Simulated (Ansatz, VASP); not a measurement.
# One calculation of GaN, two programs

```
Ga N
1.0
     3.21840    0.00000    0.00000
    -1.60920    2.78721    0.00000
     0.00000    0.00000    5.24309
Ga N
2 2
Direct
  0.66667 0.33333 0.49914
  0.33333 0.66667 0.99914
  0.66667 0.33333 0.87586
  0.33333 0.66667 0.37586
```

Alike in both runs: functional PBE; k mesh 12 × 12 × 6; occupations gaussian, width 0.02 eV; no spin polarisation.

Ansatz relaxed the structure, and its values are those at the end. VASP's run is a single point on that final structure, the one shown.

|  | VASP | Ansatz |
| --- | --- | --- |
| version | VASP 6.6.1 | Ansatz 0.2.0 |
| potentials or method | VASP PAW PBE potentials, release 64 (Ga_d, N), cutoff 520 eV | scalar-relativistic, plane waves, PAW |
| valence electrons in the cell | 36 | 36 |

|  | VASP | Ansatz | Ansatz less VASP |
| --- | --- | --- | --- |
| gap on the k mesh at the Fermi level (eV) | 1.72 | 1.71 | -0.005 |
| least direct gap on the mesh (eV) | 1.72 | 1.71 | -0.005 |
| pressure (GPa) | 0.1 | 0.0 | -0.12 |
